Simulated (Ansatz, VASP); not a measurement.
## One calculation of Zr2PdS3, two programs

```
CELL_PARAMETERS angstrom
3.35268 0.00000 0.00000
0.00000 3.35268 0.00000
0.00000 0.00000 10.15070
ATOMIC_POSITIONS crystal
Zr 0.50000 0.50000 0.32482
Zr 0.50000 0.50000 0.67518
Pd 0.50000 0.50000 0.00000
S 0.00000 0.00000 0.83907
S 0.00000 0.00000 0.16093
S 0.00000 0.00000 0.50000
```

Change from the starting cell: species swapped into the Li3Tl2Cd type (P4/mmm, No. 123).

Alike in both runs: task single point; functional PBE; k mesh 6 × 6 × 2; occupations gaussian, width 0.1 eV; no spin polarisation.

|  | VASP | Ansatz |
| --- | --- | --- |
| version | VASP 6.6.1 | Ansatz 0.2.0 |
| potentials or method | VASP PAW PBE potentials, release 64 (Zr_sv, Pd, S), cutoff 520 eV | scalar-relativistic, plane waves, PAW |
| valence electrons in the cell | 52 | 60 |

Ansatz gave:

```
gap on the k mesh at the Fermi level (eV)                     : none
pressure (GPa)                                                : -13.3
traceless stress, the component that is largest in VASP (GPa) : -2.83
rms of the force components (eV/Å)                            : 0.808
```

**Question.** Estimate VASP's values.

**Answer.** gap on the k mesh at the Fermi level (eV): none; pressure (GPa): -13.3; traceless stress, the component that is largest in VASP (GPa): -2.81; rms of the force components (eV/Å): 0.807.

Atom by atom the forces differ by 0.002 eV/Å (rms over components). A gap of «none» marks a metal or a gap that the smearing closes. VASP's potentials hold 52 valence electrons a cell and Ansatz's 60, so a difference there can come from the potentials and not from the codes.
